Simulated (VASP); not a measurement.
# NiO: relaxation of cell and atoms with r2SCAN

NiO:

```
Ni O
1.0
     0.00000    2.08096    2.08096
     2.08096    0.00000    2.08096
     2.08096    2.08096    0.00000
Ni O
1 1
Direct
  0.00000 0.00000 0.00000
  0.50000 0.50000 0.50000
```

* Program: VASP 6.6.1
* Task: relaxation of cell and atoms
* Functional: r2SCAN
* Potentials or basis: VASP PAW PBE potentials, release 64 (Ni, O)
* Cutoff: 600 eV
* k mesh: 12 × 12 × 12
* Occupations: gaussian, width 0.02 eV
* Spin: collinear spin, ferromagnetic start
* Starting moments: [1.84, 0.31] μB
* Target pressure: 2 GPa
* Dipole correction: no
* Further INCAR settings: ALGO = Normal; EDIFF = 1e-07; IBRION = 2; EDIFFG = -0.008; NSW = 70; ISIF = 3

```yaml
Relaxed_volume: 9.09 Å³/atom
Relaxed_cell: a = 2.952 Å, b = 2.952 Å, c = 2.952 Å, α = 60.00°, β = 60.00°, γ = 60.00°
Space_group_after_relaxing_to_0.1_Å: Fm-3m (No. 225)
Energy_change_on_relaxing_the_run_minimises_the_enthalpy: -1.5 meV/atom
Ionic_steps: 3
Pressure_after_relaxing: 2.0 GPa
Band_gap_on_the_k_mesh: 0.71 eV (least direct gap 1.74 eV)
Net_moment: 2.00 μB per cell
Site_moments: Ni +1.69; O +0.28 μB
Valence_electrons_inside_the_program's_atomic_spheres: Ni 8.93; O 5.05
```

Step by step:
```tsv
step	energy change (eV)	largest force (eV/Å)	pressure (GPa)	volume (Å³)
1	0.0000	0.0000	4.05	18.02
2	-0.0040	0.0000	0.32	18.33
3	-0.0030	0.0000	2.05	18.18
```

Final structure:
```
CELL_PARAMETERS angstrom
0.00000 2.08709 2.08709
2.08709 0.00000 2.08709
2.08709 2.08709 0.00000
ATOMIC_POSITIONS crystal
Ni 0.00000 0.00000 0.00000
O 0.50000 0.50000 0.50000
```

Levels at points of the mesh, in eV from the valence-band top:
Spin up:
```
           k point  band 7  band 8  band 9  band 10  band 11  band 12
(0.00, 0.00, 0.00)   -2.82   -2.82   -2.82     2.20    18.82    19.68
(0.50, 0.00, 0.00)   -1.83    0.00    0.00     6.35    10.95    14.90
(0.50, 0.50, 0.00)   -3.12   -2.18   -2.18     6.82    11.66    12.77
```
Spin down:
```
           k point  band 4  band 5  band 6  band 7  band 8  band 9  band 10  band 11
(0.00, 0.00, 0.00)   -2.23   -2.13   -2.13   -2.13    0.71    0.71     2.76    18.92
(0.50, 0.00, 0.00)   -4.44   -1.27   -1.27   -0.89    3.50    3.50     6.65    11.78
(0.50, 0.50, 0.00)   -3.56   -3.11   -1.21   -1.21    1.18    1.74     7.46    12.27
```

It took 2.9 min on 1 thread of Intel(R) Xeon(R) Platinum 8488C (Sapphire Rapids) (shared host), peak memory 0.18 GiB.

Caveat: the cell is relaxed towards a set pressure, so the run minimises the enthalpy, not the energy; the PAW data sets were made with another functional, which shifts forces and pressure a little; a cell with one magnetic atom can't hold antiferromagnetic order, which such compounds often take. A k mesh can miss the band edges.
